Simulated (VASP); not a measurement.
Set up this calculation in VASP 6.6.1, as the native input.

| Item | Value |
| --- | --- |
| Task | single point |
| Functional | PBE |
| Potentials or basis | VASP PAW PBE potentials, release 64 (Tm_3, C), 4f in core |
| Cutoff | 600 eV |
| k mesh | 3 × 3 × 6 |
| Occupations | gaussian, width 0.1 eV |
| Spin | no spin polarisation |
| Dipole correction | no |
| Further INCAR settings | ALGO = Normal; EDIFF = 1e-06; NBANDS = 26 |

The structure of Tm3C2 lies in POSCAR:

```
Tm3C2
1.0
    5.8541213272      0.0000000000      0.0000000000
   -2.9270606636      5.0698177862      0.0000000000
    0.0000000000      0.0000000000      3.6348890373
Tm C
3 2
Direct
    0.5000000000      0.0000000000      0.5000000000
    0.0000000000      0.5000000000      0.5000000000
    0.5000000000      0.5000000000      0.5000000000
    0.0000000000      0.0000000000      0.8200018795
    0.0000000000      0.0000000000      0.1799981205
```

The cell was generated, and may not be a known phase.

These files were run (other wordings do the same):

INCAR

```
PREC = Accurate ; ENCUT = 600
EDIFF = 1E-6 ; ISMEAR = 0
SIGMA = 0.1 ; LREAL = False
LASPH = True ; NELM = 200
ALGO = Normal ; ISIF = 2
LWAVE = False ; LCHARG = False
GGA = PE ; NBANDS = 26
GGA_COMPAT = False ; LMAXMIX = 6
```

KPOINTS

```
Automatic mesh
0
Gamma
  3 3 6
```

Potentials or basis: VASP PAW PBE potentials, release 64 (Tm_3, C), 4f in core.

The run is started by

```sh
$ cat potpaw_PBE.64/Tm_3/POTCAR potpaw_PBE.64/C/POTCAR > POTCAR
$ mpirun -np 1 vasp_std > vasp.out
```

Results of the run:

| Property | Result |
| --- | --- |
| Pressure | 0.3 GPa |
| Largest force | 0.114 eV/Å |
| Band gap on the k mesh | zero (an odd number of electrons rules out a gap without spin polarisation) |

Caveat: the k points lie up to 0.41 Å⁻¹ apart, too coarse for converged energies and pressures of a metal; spin-orbit coupling is left out, which moves the levels of the heavy elements; the 4f electrons are frozen in the core, so they carry no moment and show no levels.

Wall time 23 s on 1 thread of AMD EPYC 9R45 96-Core Processor (Zen 5), with other jobs on the host, peak memory 0.22 GiB.
